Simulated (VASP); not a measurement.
A run of VASP 6.6.1 is set up as follows.

File INCAR:

```
PREC     = Accurate       # precision mode
ENCUT    = 520            # plane-wave cutoff, eV
EDIFF    = 1E-6           # SCF threshold, eV
ISMEAR   = -1             # smearing method
SIGMA    = 0.05           # smearing width, eV
LREAL    = False          # projectors in reciprocal space
LASPH    = True           # aspherical terms in the spheres
NELM     = 100            # most SCF steps
ALGO     = Fast           # electronic algorithm
ISIF     = 2              # what is computed and relaxed
LWAVE    = False          # write WAVECAR
LCHARG   = False          # write CHGCAR
GGA      = CA             # functional
NBANDS   = 12             # bands
```

Contents of KPOINTS:

```
regular mesh
0
Gamma
  11 11 11
```

File POSCAR:

```
Ti
1.0
    0.0000000000      2.0698140295      2.0698140295
    2.0698140295      0.0000000000      2.0698140295
    2.0698140295      2.0698140295      0.0000000000
Ti
1
Direct
    0.0000000000      0.0000000000      0.0000000000
```

Potentials or basis: VASP PAW LDA potentials, release 64 (Ti_sv).

Command:

```bash
$ cat potpaw_LDA.64/Ti_sv/POTCAR > POTCAR
$ mpirun -np 1 vasp_std > vasp.out
```

Problem. Estimate the pressure.

Solution. -10.6 GPa.

Problem. What does it give for the band gap on the k mesh?

Solution. Zero (band 6 reaches 8.60 eV, above the bottom of band 7 at 7.50 eV).
